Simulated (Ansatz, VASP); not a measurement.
**One calculation of VN2, two programs**

```
V N
1.0
    -2.13757    2.13757    2.45944
     2.13757   -2.13757    2.45944
     2.13757    2.13757   -2.45944
V N
2 4
Cartesian
  0.0000 0.0000 1.2297
  0.0000 0.0000 3.6892
  2.6258 0.4882 0.0000
  1.6493 0.4882 2.4594
  -0.4882 1.6493 2.4594
  0.4882 1.6493 0.0000
```

Alike in both runs: functional PBE; dispersion D3(BJ); k mesh 12 × 12 × 12; occupations gaussian, width 0.1 eV; no spin polarisation.

Ansatz relaxed the structure, and its values are those at the end. VASP's run is a single point on that final structure, the one shown.

```csv
,VASP,Ansatz
version,VASP 6.6.1,Ansatz 0.2.0
potentials or method,"VASP PAW PBE potentials, release 64 (V_sv, N), cutoff 520 eV","scalar-relativistic, plane waves, PAW"
valence electrons in the cell,46,46
```

|  | VASP | Ansatz | Ansatz less VASP |
| --- | --- | --- | --- |
| gap on the k mesh at the Fermi level (eV) | none | none | - |
| pressure (GPa) | 0.8 | 0.0 | -0.76 |
| rms of the force components (eV/Å) | 0.021 | 0.000 | -0.0204 |

A gap of «none» marks a metal or a gap that the smearing closes.
